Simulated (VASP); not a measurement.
# Cd (P6_3/mmc) in VASP: notebook

Runs on Cd. Level: PBE. Tasks: single point.

Program: VASP 6.6.1. These are calculated values, not measurements. Logs are shortened: lines on timing, memory, paths and dates and some standing lists are left out, and cuts for length are marked.

## Step 1: The cell of the first run

The structure is hexagonal, space group P6_3/mmc (No. 194). Conventional cell: a = 2.979 Å, b = 2.979 Å, c = 5.674 Å, α = 90.00°, β = 90.00°, γ = 120.00°. Within 3.9 Å of Cd (site symmetry -6m2) lie 12 Cd at 2.98 to 3.32 Å.

## Step 2: Single point, PBE (zz strain of +1 %)

The input, INCAR:

```
PREC     = Accurate       # precision mode
ENCUT    = 520            # plane-wave cutoff, eV
EDIFF    = 1E-6           # SCF threshold, eV
ISMEAR   = -1             # smearing method
SIGMA    = 0.05           # smearing width, eV
LREAL    = F              # projectors in reciprocal space
LASPH    = T              # aspherical terms in the spheres
NELM     = 100            # most SCF steps
ALGO     = Normal         # electronic algorithm
ISIF     = 2              # what is computed and relaxed
LWAVE    = F              # write WAVECAR
LCHARG   = T              # write CHGCAR
GGA      = PE             # functional
LELF     = T              # ELF
LVHAR    = T            
NBANDS   = 19             # bands
```

The input, KPOINTS:

```
regular mesh
0
Gamma
  14 14 7
```

The input, POSCAR:

```
Cd
1.0
    2.9788725081      0.0000000000      0.0000000000
   -1.4894362540      2.5797792666      0.0000000000
    0.0000000000      0.0000000000      5.6738265000
Cd
2
Direct
    0.3333333333      0.6666666667      0.2500000000
    0.6666666667      0.3333333333      0.7500000000
```

Potentials or basis: VASP PAW PBE potentials, release 64 (Cd).

The run is started by

```console
$ cat potpaw_PBE.64/Cd/POTCAR > POTCAR
$ mpirun -np 1 vasp_std > vasp.out
```

OUTCAR:

```text
PREC = Accurate
   ENCUT = 520
   EDIFF = 1E-6
   ISMEAR = -1
   LREAL = F
   LASPH = T
   NELM = 100
   ISIF = 2
   GGA = PE

 ion  position               nearest neighbor table
   1  0.333  0.667  0.250-   2 3.32   2 3.32   2 3.32   2 3.32   2 3.32   2 3.32
   2  0.667  0.333  0.750-   1 3.32   1 3.32   1 3.32   1 3.32   1 3.32   1 3.32

  LATTYP: Found a hexagonal cell.
 ALAT       =     2.9788725081
 C/A-ratio  =     1.9046892690

  Lattice vectors:

 A1 = (   2.9788725081,   0.0000000000,   0.0000000000)
 A2 = (  -1.4894362540,   2.5797792666,   0.0000000000)
 A3 = (   0.0000000000,   0.0000000000,   5.6738265000)

Analysis of symmetry for initial positions (statically):
=====================================================================
 Subroutine PRICEL returns:
 Original cell was already a primitive cell.

 Routine SETGRP: Setting up the symmetry group for a
 hexagonal supercell.

 Subroutine GETGRP returns: Found 24 space group operations
 (whereof 12 operations were pure point group operations)
 out of a pool of 24 trial point group operations.

The static configuration has the point symmetry D_3d.
 The point group associated with its full space group is D_6h.

Analysis of symmetry for dynamics (positions and initial velocities):
=====================================================================
 Subroutine PRICEL returns:
 Original cell was already a primitive cell.

 Routine SETGRP: Setting up the symmetry group for a
 hexagonal supercell.

 Subroutine GETGRP returns: Found 24 space group operations
 (whereof 12 operations were pure point group operations)
 out of a pool of 24 trial point group operations.

The dynamic configuration has the point symmetry D_3d.
 The point group associated with its full space group is D_6h.

 Subroutine INISYM returns: Found 24 space group operations
 (whereof 12 operations are pure point group operations),
 and found     1 'primitive' translations

----------------------------------------------------------------------------------------

                                     Primitive cell

  volume of cell :      43.6024

  direct lattice vectors                    reciprocal lattice vectors
     2.978872508  0.000000000  0.000000000     0.335697482  0.193815032  0.000000000
    -1.489436254  2.579779267  0.000000000     0.000000000  0.387630063  0.000000000
     0.000000000  0.000000000  5.673826500     0.000000000  0.000000000  0.176247899

  length of vectors
     2.978872508  2.978872508  5.673826500     0.387630063  0.387630063  0.176247899

  position of ions in fractional coordinates (direct lattice)
     0.333333333  0.666666667  0.250000000
     0.666666667  0.333333333  0.750000000

  ion indices of the primitive-cell ions
   primitive index   ion index
                 1           1
                 2           2

----------------------------------------------------------------------------------------

 KPOINTS: regular mesh

Automatic generation of k-mesh.
 Grid dimensions read from file:
 generate k-points for:   14   14    7

 Generating k-lattice:

  Cartesian coordinates                     Fractional coordinates (reciprocal lattice)
     0.023978392  0.013843931  0.000000000     0.071428571  0.000000000  0.000000000
     0.000000000  0.027687862  0.000000000     0.000000000  0.071428571  0.000000000
     0.000000000  0.000000000  0.025178271     0.000000000  0.000000000  0.142857143

  Length of vectors
     0.027687862  0.027687862  0.025178271

  Shift w.r.t. Gamma in fractional coordinates (k-lattice)
     0.000000000  0.000000000  0.000000000

 Subroutine IBZKPT returns following result:
 ===========================================

 Found     96 irreducible k-points:

 Following reciprocal coordinates:
            Coordinates               Weight
  0.000000  0.000000  0.000000      1.000000
  0.071429  0.000000  0.000000      6.000000
  0.142857  0.000000  0.000000      6.000000
  0.214286  0.000000  0.000000      6.000000
  0.285714  0.000000  0.000000      6.000000
  0.357143  0.000000  0.000000      6.000000
[... 16 lines left out ...]
  0.285714  0.285714  0.000000      6.000000
  0.357143  0.285714  0.000000      6.000000
 [... further k-points ...]
   k-points           NKPTS =     96   k-points in BZ     NKDIM =     96   number of bands    NBANDS=     19
   number of dos      NEDOS =    301   number of ions     NIONS =      2
   total plane-waves  NPLWV =  24192
   dimension x,y,z NGX =    24 NGY =   24 NGZ =   42
   dimension x,y,z NGXF=    48 NGYF=   48 NGZF=   84
   ions per type =               2
   NGX,Y,Z   is equivalent  to a cutoff of  13.39, 13.39, 12.31 a.u.
   NGXF,Y,Z  is equivalent  to a cutoff of  26.79, 26.79, 24.61 a.u.
 SYSTEM =  unknown system
   PREC   = accura    normal or accurate (medium, high low for compatibility)
   ISTART =      0    job   : 0-new  1-cont  2-samecut
   ICHARG =      2    charge: 1-file 2-atom 10-const
   ISPIN  =      1    spin polarized calculation?
   LNONCOLLINEAR =      F non collinear calculations
   LSORBIT =      F    spin-orbit coupling
   LASPH  =      T    aspherical Exc in radial PAW
   ENCUT  =  520.0 eV  38.22 Ry    6.18 a.u.   5.54  5.54 10.55*2*pi/ulx,y,z
   NELM   =    100;   NELMIN=  2; NELMDL= -5     # of ELM steps
   EDIFF  = 0.1E-05   stopping-criterion for ELM
   LREAL  =      F    real-space projection
   EDIFFG = 0.1E-04   stopping-criterion for IOM
   NSW    =      0    number of steps for IOM
   IBRION =     -1    ionic relax: 0-MD 1-quasi-New 2-CG
   NFREE  =      0    steps in history (QN), initial steepest desc. (CG)
   ISIF   =      2    stress and relaxation
   ISYM   =      2    0-nonsym 1-usesym 2-fastsym
   POTIM  = 0.5000    time-step for ionic-motion
   TEBEG  =    0.0;   TEEND  =   0.0 temperature during run
   PSTRESS=    0.0 pullay stress
   NELECT =      24.0000    total number of electrons
   NUPDOWN=      -1.0000    fix difference up-down
   EMIN   =  10.00;   EMAX   =-10.00  energy-range for DOS
   EFERMI =   0.00;   METHOD = LEGACY
   ISMEAR =    -1;   SIGMA  =   0.05  broadening in eV -4-tet -1-fermi 0-gaus
   EFERMI_NEDOS =   21; number of points for ismear=-14 and -15
   IALGO  =     38    algorithm
   IMIX   =      4    mixing-type and parameters
     AMIX     =   0.40;   BMIX     =  1.00
     AMIX_MAG =   1.60;   BMIX_MAG =  1.00
  volume/ion in A,a.u.               =      21.80       147.12
  Fermi-wavevector in a.u.,A,eV,Ry     =   1.341658  2.535365 24.491106  1.800045
  Thomas-Fermi vector in A             =   2.469874
   LORBIT       =      0    0 simple, 1 ext, 2 COOP (PROOUT), +10 PAW based schemes
   GGA     = PE    functional components
   LHFCALC =     F    Hartree Fock is set to
   AEXX    =    0.0000 exact exchange contribution
   IVDW    =     0    specifies the selected vdW correction
   LEPSILON=     F    determine dielectric tensor
   LRPA    =     F    only Hartree local field effects (RPA)
 non-spin polarized calculation
  energy-cutoff  :      520.00
  volume of cell :       43.60
 maximum number of plane-waves:      1203
 NGX is ok and might be reduce to    24
   NGX = 11   NGY = 11   NGZ = 21

 number of electron      23.9999989 magnetization

 Free energy of the ion-electron system (eV)
  ---------------------------------------------------
  ext. energy  EPLUGINS =         0.00000000
  ---------------------------------------------------
  free energy    TOTEN  =        -1.46576605 eV

  energy without entropy =       -1.45919505  energy(sigma->0) =       -1.46248055

 E-fermi :   2.9491     XC(G=0): -10.9772

 val. band max:        2.9388379440   @ k =   0.3571   0.1429   0.1429
 cond. band min:       2.9814009778   @ k =   0.3571   0.2143   0.2857
 fundamental gap:      0.0425630338
 Fermi energy:         2.9491378096

 k-point     1 :       0.0000    0.0000    0.0000
  band No.  band energies     occupation
      1      -6.9603      2.00000
      2      -6.7138      2.00000
      3      -6.3365      2.00000
      4      -6.3365      2.00000
      5      -6.2891      2.00000
      6      -6.2891      2.00000
[... 11 lines left out ...]
     18      17.8528      0.00000
     19      18.6497      0.00000

 k-point     2 :       0.0714    0.0000    0.0000
  band No.  band energies     occupation
      1      -6.9075      2.00000
      2      -6.6652      2.00000
      3      -6.3556      2.00000
      4      -6.3076      2.00000
      5      -6.2894      2.00000
      6      -6.2436      2.00000
[... 11 lines left out ...]
     18      17.4418      0.00000
     19      19.0648      0.00000

 k-point     3 :       0.1429    0.0000    0.0000
  band No.  band energies     occupation
      1      -6.7942      2.00000
      2      -6.5767      2.00000
      3      -6.4075      2.00000
      4      -6.3148      2.00000
      5      -6.1553      2.00000
      6      -6.1140      2.00000
[... 11 lines left out ...]
     18      17.0883      0.00000
     19      17.7377      0.00000

 k-point     4 :       0.2143    0.0000    0.0000
  band No.  band energies     occupation
      1      -6.7839      2.00000
      2      -6.5653      2.00000
      3      -6.3945      2.00000
      4      -6.1962      2.00000
      5      -6.1804      2.00000
      6      -5.9554      2.00000
[... 11 lines left out ...]
     18      15.7098      0.00000
     19      16.3827      0.00000

 k-point     5 :       0.2857    0.0000    0.0000
  band No.  band energies     occupation
      1      -6.8840      2.00000
      2      -6.6862      2.00000
      3      -6.4031      2.00000
      4      -6.2383      2.00000
      5      -6.0763      2.00000
      6      -5.9960      2.00000
[... 11 lines left out ...]
     18      16.0538      0.00000
     19      16.0569      0.00000
[... 334 lines left out ...]
      2      -6.6011      2.00000
      3      -6.4994      2.00000
      4      -6.2949      2.00000
      5      -6.1311      2.00000
      6      -6.1041      2.00000
[... 11 lines left out ...]
     18      11.1390      0.00000
     19      12.4321      0.00000

 k-point    22 :       0.3571    0.2143    0.0000
  band No.  band energies     occupation
      1      -6.6753      2.00000
      2      -6.6432      2.00000
      3      -6.4849      2.00000
      4      -6.2676      2.00000
      5      -6.1939      2.00000
      6      -6.0280      2.00000
[... 11 lines left out ...]
     18      10.8334      0.00000
     19      12.1952      0.00000

 k-point    23 :       0.2857    0.2857    0.0000
  band No.  band energies     occupation
      1      -6.6112      2.00000
      2      -6.4647      2.00000
      3      -6.4142      2.00000
      4      -6.2978      2.00000
      5      -6.1836      2.00000
      6      -6.0643      2.00000
[... 11 lines left out ...]
     18       9.6808      0.00000
     19      11.1938      0.00000

 k-point    24 :       0.3571    0.2857    0.0000
  band No.  band energies     occupation
      1      -6.6119      2.00000
      2      -6.4263      2.00000
      3      -6.3020      2.00000
      4      -6.2645      2.00000
      5      -6.2477      2.00000
      6      -6.1062      2.00000
[... 11 lines left out ...]
     18       8.8189      0.00000
     19      10.8677      0.00000

 [... further k-points ...]
[... 5 lines left out ...]
  --------------------------------------------------------------------------------------
  -------------------------------------------------------------------------------------
  Total        0.9529032      0.9529032      0.4656696      0.0000000     -0.0000000      0.0000000
  in kB       35.0145730     35.0145730     17.1111012      0.0000000     -0.0000000      0.0000000
  external PRESSURE =      29.0467491 kB  Pullay stress =       0.0000000 kB

 VOLUME and BASIS-vectors are now :
 -----------------------------------------------------------------------------
  energy-cutoff  :      520.00
  volume of cell :       43.60
      direct lattice vectors                 reciprocal lattice vectors
     2.978872508  0.000000000  0.000000000     0.335697482  0.193815032  0.000000000
    -1.489436254  2.579779267  0.000000000     0.000000000  0.387630063  0.000000000
     0.000000000  0.000000000  5.673826500     0.000000000  0.000000000  0.176247899

 POSITION                                       TOTAL-FORCE (eV/Angst)
 -----------------------------------------------------------------------------------
     -0.00000      1.71985      1.41846        -0.000000      0.000000      0.000000
      1.48944      0.85993      4.25537         0.000000     -0.000000     -0.000000
 -----------------------------------------------------------------------------------
    total drift:                               -0.000000      0.000000      0.000000

  FREE ENERGIE OF THE ION-ELECTRON SYSTEM (eV)
  ---------------------------------------------------
  free  energy   TOTEN  =        -1.4657660487 eV

  energy  without entropy=       -1.4591950457  energy(sigma->0) =       -1.46248055
```

It took 36 s on 1 thread of AMD EPYC 9R45 (Zen 5), shared host; peak memory 0.17 GiB.

Results:

```
Free energy            : -1.4658 eV
Pressure               : 2.9 GPa
Band gap on the k mesh : zero (bands 12 and 13 overlap by 4.38 eV)
```

Stress tensor (GPa, compression positive):
```
3.50 0.00 0.00
0.00 3.50 0.00
0.00 0.00 1.71
```

Levels at points of the mesh, in eV from the Fermi level:
| k point | band 8 | band 9 | band 10 | band 11 | band 12 | band 13 | band 14 | band 15 | band 16 | band 17 |
| --- | --- | --- | --- | --- | --- | --- | --- | --- | --- | --- |
| (0.00, 0.00, 0.00) | -8.76 | -8.76 | -8.52 | -8.52 | -3.18 | -3.07 | 10.21 | 14.45 | 14.52 | 14.90 |
| (0.50, 0.00, 0.00) | -8.56 | -8.25 | -8.23 | -2.32 | -1.83 | 1.88 | 2.98 | 3.05 | 5.16 | 8.42 |

Caveat: the cell differs from its parent crystal (zz strain of +1 %).

## Step 3: Single point, PBE (zz strain of +2 %)

The input, INCAR:

```
SYSTEM = Cd
  PREC = Accurate
  ENCUT = 520
  EDIFF = 1E-7
  ISMEAR = -1
  SIGMA = 0.05
  LREAL = .FALSE.
  LASPH = .TRUE.
  NELM = 100
  ALGO = Normal
  ISIF = 2
  LWAVE = .FALSE.
  LCHARG = .FALSE.
  GGA = PE
  NBANDS = 19
```

The input, KPOINTS:

```
regular mesh
0
G
  14 14 7
  0 0 0
```

POSCAR, as its differences from that of step 2:

```diff
@@ -4,3 +4,3 @@
    -1.4894362540      2.5797792666      0.0000000000
-    0.0000000000      0.0000000000      5.6738265000
+    0.0000000000      0.0000000000      5.7300030000
 Cd
```

Potentials or basis: VASP PAW PBE potentials, release 64 (Cd).

The run is started by

```console
$ cat potpaw_PBE.64/Cd/POTCAR > POTCAR
$ mpirun -np 1 vasp_std > vasp.out
```

Run time: 36 s. Hardware: 1 thread of AMD EPYC 9R45 (Zen 5), shared host; peak memory 0.18 GiB.

Results (log left out):

* Free energy: -1.4697 eV
* Pressure: 2.5 GPa
* Band gap on the k mesh: zero (bands 12 and 13 overlap by 4.42 eV)

Stress tensor (GPa, compression positive):
```
3.13 0.00 0.00
0.00 3.13 0.00
0.00 0.00 1.23
```

Levels at points of the mesh, in eV from the Fermi level:
```tsv
k point	band 8	band 9	band 10	band 11	band 12	band 13	band 14	band 15	band 16	band 17
(0.00, 0.00, 0.00)	-8.74	-8.74	-8.53	-8.53	-3.30	-3.07	9.89	14.16	14.51	14.95
(0.50, 0.00, 0.00)	-8.56	-8.24	-8.22	-2.28	-1.79	1.81	2.95	2.97	5.11	8.48
```

Caveat: the cell differs from its parent crystal (zz strain of +2 %).
